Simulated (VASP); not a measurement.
# TaN (P-6m2) in VASP: notebook

The runs below take TaN through single point, with LDA.

All numbers are computed with VASP 6.6.1; they aren't measurements. Logs are shortened: lines on timing, memory, paths and dates and some standing lists are left out, and cuts for length are marked.

### Step 1. The cell of the first run

Symmetry: P-6m2, No. 187, hexagonal system. The conventional cell has a = 2.928 Å, b = 2.928 Å, c = 2.873 Å, α = 90.00°, β = 90.00°, γ = 120.00°. Ta (site symmetry -6m2) has 6 N at 2.22 Å and 2 Ta at 2.87 Å within 2.9 Å. N (site symmetry -6m2) has 6 Ta at 2.22 Å and 2 N at 2.87 Å within 2.9 Å.

### Step 2. Single point, LDA (volume scaled by 0.99)

INCAR reads:

```
SYSTEM = TaN
ALGO     = Normal         ! electronic algorithm
EDIFF    = 1E-6           ! SCF threshold, eV
ENCUT    = 520            ! plane-wave cutoff, eV
ISIF     = 2              ! what is computed and relaxed
ISMEAR   = -1             ! smearing method
LASPH    = .True.         ! aspherical terms in the spheres
LCHARG   = .True.         ! write CHGCAR
LELF     = .True.         ! ELF
LREAL    = .False.        ! projectors in reciprocal space
LVHAR    = .True.       
LWAVE    = .False.        ! write WAVECAR
NBANDS   = 15             ! bands
NELM     = 80             ! most SCF steps
PREC     = Accurate       ! precision mode
SIGMA    = 0.02           ! smearing width, eV
```

KPOINTS reads:

```
k-points
0
Gamma
  12 12 10
  0 0 0
```

POSCAR reads:

```
TaN
1.0
    2.9281727019      0.0000000000      0.0000000000
   -1.4640863509      2.5358719465      0.0000000000
    0.0000000000      0.0000000000      2.8733577875
Ta N
1 1
Direct
    0.3333333333      0.6666666667      0.5000000000
    0.0000000000      0.0000000000      0.0000000000
```

Potentials or basis: VASP PAW LDA potentials, release 64 (Ta_pv, N).

On the command line:

```sh
$ cat potpaw_LDA.64/Ta_pv/POTCAR potpaw_LDA.64/N/POTCAR > POTCAR
$ mpirun -np 1 vasp_std > vasp.out
```

OUTCAR:

```text
SYSTEM = TaN
   EDIFF = 1E-6
   ENCUT = 520
   ISIF = 2
   ISMEAR = -1
   LASPH = .True.
   LREAL = .False.
   NELM = 80
   PREC = Accurate

 ion  position               nearest neighbor table
   1  0.333  0.667  0.500-   2 2.22   2 2.22   2 2.22   2 2.22   2 2.22   2 2.22
   2  0.000  0.000  0.000-   1 2.22   1 2.22   1 2.22   1 2.22   1 2.22   1 2.22

  LATTYP: Found a hexagonal cell.
 ALAT       =     2.9281727019
 C/A-ratio  =     0.9812801634

  Lattice vectors:

 A1 = (   2.9281727019,   0.0000000000,   0.0000000000)
 A2 = (  -1.4640863509,   2.5358719465,   0.0000000000)
 A3 = (   0.0000000000,   0.0000000000,   2.8733577875)

Analysis of symmetry for initial positions (statically):
=====================================================================
 Subroutine PRICEL returns:
 Original cell was already a primitive cell.

 Routine SETGRP: Setting up the symmetry group for a
 hexagonal supercell.

 Subroutine GETGRP returns: Found 12 space group operations
 (whereof 12 operations were pure point group operations)
 out of a pool of 24 trial point group operations.

The static configuration has the point symmetry D_3h.

Analysis of symmetry for dynamics (positions and initial velocities):
=====================================================================
 Subroutine PRICEL returns:
 Original cell was already a primitive cell.

 Routine SETGRP: Setting up the symmetry group for a
 hexagonal supercell.

 Subroutine GETGRP returns: Found 12 space group operations
 (whereof 12 operations were pure point group operations)
 out of a pool of 24 trial point group operations.

The dynamic configuration has the point symmetry D_3h.

 Subroutine INISYM returns: Found 12 space group operations
 (whereof 12 operations are pure point group operations),
 and found     1 'primitive' translations

----------------------------------------------------------------------------------------

                                     Primitive cell

  volume of cell :      21.3360

  direct lattice vectors                    reciprocal lattice vectors
     2.928172702  0.000000000  0.000000000     0.341509911  0.197170839  0.000000000
    -1.464086351  2.535871946  0.000000000     0.000000000  0.394341679  0.000000000
     0.000000000  0.000000000  2.873357787     0.000000000  0.000000000  0.348024880

  length of vectors
     2.928172702  2.928172702  2.873357787     0.394341679  0.394341679  0.348024880

  position of ions in fractional coordinates (direct lattice)
     0.333333333  0.666666667  0.500000000
[... 77 lines left out ...]
   NELM   =     80;   NELMIN=  2; NELMDL= -5     # of ELM steps
   EDIFF  = 0.1E-05   stopping-criterion for ELM
   LREAL  =      F    real-space projection
[... 7 lines left out ...]
   TEBEG  =    0.0;   TEEND  =   0.0 temperature during run
   PSTRESS=    0.0 pullay stress
   NELECT =      16.0000    total number of electrons
   NUPDOWN=      -1.0000    fix difference up-down
   EMIN   =  10.00;   EMAX   =-10.00  energy-range for DOS
   EFERMI =   0.00;   METHOD = LEGACY
   ISMEAR =    -1;   SIGMA  =   0.02  broadening in eV -4-tet -1-fermi 0-gaus
   EFERMI_NEDOS =   21; number of points for ismear=-14 and -15
   IALGO  =     38    algorithm
   IMIX   =      4    mixing-type and parameters
     AMIX     =   0.40;   BMIX     =  1.00
     AMIX_MAG =   1.60;   BMIX_MAG =  1.00
  volume/ion in A,a.u.               =      10.67        71.99
  Fermi-wavevector in a.u.,A,eV,Ry     =   1.487340  2.810665 30.098539  2.212180
  Thomas-Fermi vector in A             =   2.600513
   LORBIT       =      0    0 simple, 1 ext, 2 COOP (PROOUT), +10 PAW based schemes
   GGA     = CA    functional components
   LHFCALC =     F    Hartree Fock is set to
   AEXX    =    0.0000 exact exchange contribution
   IVDW    =     0    specifies the selected vdW correction
   LEPSILON=     F    determine dielectric tensor
   LRPA    =     F    only Hartree local field effects (RPA)
 non-spin polarized calculation
  energy-cutoff  :      520.00
  volume of cell :       21.34
 maximum number of plane-waves:       599
 NGX is ok and might be reduce to    24
   NGX = 11   NGY = 11   NGZ = 11

 number of electron      16.0000001 magnetization

 Free energy of the ion-electron system (eV)
  ---------------------------------------------------
  ext. energy  EPLUGINS =         0.00000000
  ---------------------------------------------------
  free energy    TOTEN  =       -24.71160526 eV

  energy without entropy =      -24.71150480  energy(sigma->0) =      -24.71155503

 E-fermi :   8.3051     XC(G=0): -13.6367

 val. band max:        8.1804862926   @ k =   0.0000   0.0000   0.4000
 cond. band min:       8.3449194456   @ k =   0.0833   0.0000   0.5000
 fundamental gap:      0.1644331530
 Fermi energy:         8.3050752910

 k-point     1 :       0.0000    0.0000    0.0000
  band No.  band energies     occupation
      1     -26.3887      2.00000
      2     -26.1162      2.00000
      3     -26.1162      2.00000
      4      -9.3981      2.00000
      5       3.6267      2.00000
      6       3.6267      2.00000
      7       3.9706      2.00000
      8       5.3295      2.00000
      9      10.6584      0.00000
     10      11.8421      0.00000
     11      11.8421      0.00000
     12      12.2037      0.00000
     13      12.2037      0.00000
     14      20.6357      0.00000
[... 401 lines left out ...]
      2     -26.3634      2.00000
      3     -26.2926      2.00000
      4      -7.5898      2.00000
      5       0.6485      2.00000
      6       3.1662      2.00000
      7       4.5662      2.00000
      8       5.4981      2.00000
      9      10.9123      0.00000
     10      11.1800      0.00000
     11      12.8389      0.00000
     12      13.2681      0.00000
     13      15.4566      0.00000
     14      20.6446      0.00000
     15      21.4905      0.00000

 [... further k-points ...]
[... 5 lines left out ...]
  --------------------------------------------------------------------------------------
  -------------------------------------------------------------------------------------
  Total       -0.7991987     -0.7991987     -0.9271576     -0.0000000      0.0000000      0.0000000
  in kB      -60.0138737    -60.0138737    -69.6226291     -0.0000000      0.0000000      0.0000000
  external PRESSURE =     -63.2167922 kB  Pullay stress =       0.0000000 kB

 VOLUME and BASIS-vectors are now :
 -----------------------------------------------------------------------------
  energy-cutoff  :      520.00
  volume of cell :       21.34
      direct lattice vectors                 reciprocal lattice vectors
     2.928172702  0.000000000  0.000000000     0.341509911  0.197170839  0.000000000
    -1.464086351  2.535871946  0.000000000     0.000000000  0.394341679  0.000000000
     0.000000000  0.000000000  2.873357787     0.000000000  0.000000000  0.348024880

 POSITION                                       TOTAL-FORCE (eV/Angst)
 -----------------------------------------------------------------------------------
     -0.00000      1.69058      1.43668        -0.000000      0.000000      0.000000
      0.00000      0.00000      0.00000         0.000000     -0.000000      0.000000
 -----------------------------------------------------------------------------------
    total drift:                                0.000000     -0.000000     -0.000000

  FREE ENERGIE OF THE ION-ELECTRON SYSTEM (eV)
  ---------------------------------------------------
  free  energy   TOTEN  =       -24.7116052557 eV

  energy  without entropy=      -24.7115047994  energy(sigma->0) =      -24.71155503
```

OSZICAR:

```text
N       E                     dE             d eps       ncg     rms          rms(c)
DAV:   1     0.878500271570E+02    0.87850E+02   -0.87628E+03  3428   0.113E+03
DAV:   2    -0.246016080403E+02   -0.11245E+03   -0.10585E+03  4092   0.299E+02
DAV:   3    -0.272528532816E+02   -0.26512E+01   -0.26374E+01  4001   0.420E+01
DAV:   4    -0.272626908401E+02   -0.98376E-02   -0.98344E-02  4344   0.282E+00
DAV:   5    -0.272627473868E+02   -0.56547E-04   -0.56543E-04  4057   0.199E-01    0.239E+01
DAV:   6    -0.248509227018E+02    0.24118E+01   -0.42995E+00  4092   0.234E+01    0.101E+01
DAV:   7    -0.247529010864E+02    0.98022E-01   -0.53374E-01  3602   0.551E+00    0.693E+00
DAV:   8    -0.247178472574E+02    0.35054E-01   -0.14766E-01  3924   0.323E+00    0.133E+00
DAV:   9    -0.247118192211E+02    0.60280E-02   -0.12855E-02  3714   0.908E-01    0.181E-01
DAV:  10    -0.247116823956E+02    0.13683E-03   -0.69200E-04  4001   0.309E-01    0.126E-01
DAV:  11    -0.247116044189E+02    0.77977E-04   -0.11500E-04  3735   0.975E-02    0.137E-02
DAV:  12    -0.247116052557E+02   -0.83686E-06   -0.83943E-06  3742   0.237E-02
   1 F= -.24711605E+02 E0= -.24711555E+02  d E =-.100456E-03
```

stdout:

```text
POSCAR found type information on POSCAR TaN
 POSCAR found :  2 types and       2 ions
 scaLAPACK will be used
 LDA part: xc-table for (Slater(with rela. corr.)+CA(PZ))
 , standard interpolation
 POSCAR, INCAR and KPOINTS ok, starting setup
 FFT: planning ... GRIDC
 FFT: planning ... GRID_SOFT
 FFT: planning ... GRID
 WAVECAR not read
 entering main loop
```

It used 50 s of CPU time on 1 thread of Intel Xeon 8259CL (shared host).

What came out:

- Free energy: -24.7116 eV
- Pressure: -6.3 GPa
- Band gap on the k mesh: zero (band 8 reaches 8.60 eV, above the bottom of band 9 at 8.10 eV)

Stress tensor (GPa, compression positive):
```
-6.00  0.00  0.00
 0.00 -6.00  0.00
 0.00  0.00 -6.96
```

Caveat: spin-orbit coupling is left out, which moves the levels of the heavy elements.

### Step 3. Single point, LDA (volume scaled by 1.01)

INCAR reads:

```
  PREC = Accurate
  ENCUT = 520
  EDIFF = 1E-7
  ISMEAR = -1
  SIGMA = 0.02
  LREAL = F
  LASPH = T
  NELM = 60
  ALGO = Normal
  ISIF = 2
  LWAVE = F
  LCHARG = F
  NBANDS = 15
```

KPOINTS reads:

```
regular mesh
0
Gamma
  12 12 10
```

POSCAR reads:

```
TaN
1.0
    2.9477597236      0.0000000000      0.0000000000
   -1.4738798618      2.5528348050      0.0000000000
    0.0000000000      0.0000000000      2.8925781435
Ta N
1 1
Direct
    0.3333333333      0.6666666667      0.5000000000
    0.0000000000      0.0000000000      0.0000000000
```

Potentials or basis: VASP PAW LDA potentials, release 64 (Ta_pv, N).

On the command line:

```sh
$ cat potpaw_LDA.64/Ta_pv/POTCAR potpaw_LDA.64/N/POTCAR > POTCAR
$ mpirun -np 1 vasp_std > vasp.out
```

It used 49 s of CPU time on 1 thread of Intel Xeon 8259CL, on a shared host.

The run converged. Its results:

```
Free energy            : -24.6857 eV
Pressure               : -13.1 GPa
Band gap on the k mesh : zero (band 8 reaches 8.38 eV, above the bottom of band 9 at 7.89 eV)
```

Stress tensor (GPa, compression positive):
```
-12.52   0.00   0.00
  0.00 -12.52   0.00
  0.00   0.00 -14.28
```

Levels at points of the mesh, in eV from the Fermi level:
| k point | band 5 | band 6 | band 7 | band 8 | band 9 | band 10 | band 11 | band 12 |
| --- | --- | --- | --- | --- | --- | --- | --- | --- |
| (0.00, 0.00, 0.00) | -4.59 | -4.59 | -4.24 | -2.95 | 2.20 | 3.45 | 3.45 | 3.78 |
| (0.50, 0.00, 0.00) | -8.27 | -5.22 | -3.52 | -3.20 | 2.81 | 3.88 | 5.04 | 5.11 |
| (0.00, 0.00, 0.50) | -9.33 | -3.79 | -3.79 | -0.20 | -0.20 | 2.32 | 3.16 | 3.16 |
| (0.50, 0.00, 0.50) | -7.32 | -6.18 | -5.71 | -0.39 | 4.03 | 5.16 | 5.87 | 6.86 |

Caveat: spin-orbit coupling is left out, which moves the levels of the heavy elements.
